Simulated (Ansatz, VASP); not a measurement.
Zn: VASP beside Ansatz

INCAR

```
PREC = Accurate ; ENCUT = 520
EDIFF = 1E-6 ; ISMEAR = -1
SIGMA = 0.08 ; LREAL = False
LASPH = True ; NELM = 80
ALGO = Normal ; ISIF = 2
LWAVE = False ; LCHARG = False
GGA = PE ; NBANDS = 12
```

File KPOINTS:

```
Automatic mesh
0
Gamma
  17 17 17
```

Contents of POSCAR:

```
Zn
1.0
    2.5387477681      0.0000000000      0.0000000000
    0.0000000000      2.5387477681      0.0000000000
    0.0000000000      0.0000000000      2.5387477681
Zn
1
Direct
    0.0000000000      0.0000000000      0.0000000000
```

Input for Ansatz:

```yaml
crystal:
  lattice:
    - [2.5387477681, 0.0, 0.0]
    - [0.0, 2.5387477681, 0.0]
    - [0.0, 0.0, 2.5387477681]
  atoms:
    - { symbol: Zn, position: [0.0, 0.0, 0.0] }
kpoints:
  mp_grid: { grid: [17, 17, 17] }
scf:
  occupations: { method: fermi_dirac, width: 0.08 }
hamiltonian:
  xc: pbe
  pseudopotentials: { kind: all_electron, lapw: { basis_error: 0.001 } }
output:
  forces: true
  stress: true
  eigenvalues: true
  populations: true
```

Change from the starting cell: volume scaled by 0.9, LAPW.

Alike in both runs: task single point; functional PBE; k mesh 17 × 17 × 17; occupations fermi-dirac, width 0.08 eV; no spin polarisation.

```csv
,VASP,Ansatz
version,VASP 6.6.1,Ansatz 0.2.0
potentials or method,"VASP PAW PBE potentials, release 64 (Zn), cutoff 520 eV","all-electron LAPW, scalar-relativistic"
```

Ansatz gave:

```
pressure (GPa) : 6.6
```

Question: Which values does VASP return?

Answer: Pressure (GPa): 6.9.

Ansatz ran all-electron here, and VASP with PAW potentials.
